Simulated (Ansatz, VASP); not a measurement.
Two plane-wave programs on ScW

```xyz
2
Lattice="3.0440 0.0000 0.0000 0.0000 3.0440 0.0000 0.0000 0.0000 3.9898" Properties=species:S:1:pos:R:3 pbc="T T T"
Sc    1.5220    1.5220    1.9949
W     0.0000    0.0000    0.0000
```

Alike in both runs: task relaxation of cell and atoms; functional PBE; k mesh 18 × 18 × 14; occupations gaussian, width 0.1 eV; no spin polarisation.

```csv
,VASP,Ansatz
version,VASP 6.6.1,Ansatz 0.2.0
potentials or method,"VASP PAW PBE potentials, release 64 (Sc_sv, W_sv), cutoff 600 eV","scalar-relativistic, plane waves, PAW"
valence electrons in the cell,25,25
```

|  | VASP | Ansatz | Ansatz less VASP |
| --- | --- | --- | --- |
| gap on the k mesh at the Fermi level, each at its own relaxed structure (eV) | none | none | - |
| relaxed volume (Å³/atom) | 18.47 | 18.43 | -0.041 |
| relaxed length of the cell vector where the two differ most in proportion (Å) | 2.788 | 2.785 | -0.0035 |

A gap of «none» marks a metal or a gap that the smearing closes.

Spin-orbit coupling is off throughout.
